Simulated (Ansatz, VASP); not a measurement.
Ti2HC in VASP and in Ansatz

```
Ti H C
1.0
     1.51752    0.87614    4.69404
    -1.51752    0.87614    4.69404
     0.00000   -1.75228    4.69404
Ti H C
2 1 1
Direct
  0.75500 0.75500 0.75500
  0.24500 0.24500 0.24500
  0.00000 0.00000 0.00000
  0.50000 0.50000 0.50000
```

Alike in both runs: functional PBEsol; dispersion D3(BJ); k mesh 9 × 9 × 9; occupations gaussian, width 0.05 eV; no spin polarisation.

Ansatz relaxed the structure, and its values are those at the end. VASP's run is a single point on that final structure, the one shown.

```csv
,VASP,Ansatz
version,VASP 6.6.1,Ansatz 0.2.0
potentials or method,"VASP PAW PBE potentials, release 64 (Ti_sv, H, C), cutoff 520 eV","plane waves, PAW"
valence electrons in the cell,29,29
```

```tsv
	VASP	Ansatz	Ansatz less VASP
pressure (GPa)	0.1	0.0	-0.12
rms of the force components (eV/Å)	0.008	0.001	-0.0075
```

VASP's potentials were made for PBE, not for PBEsol.
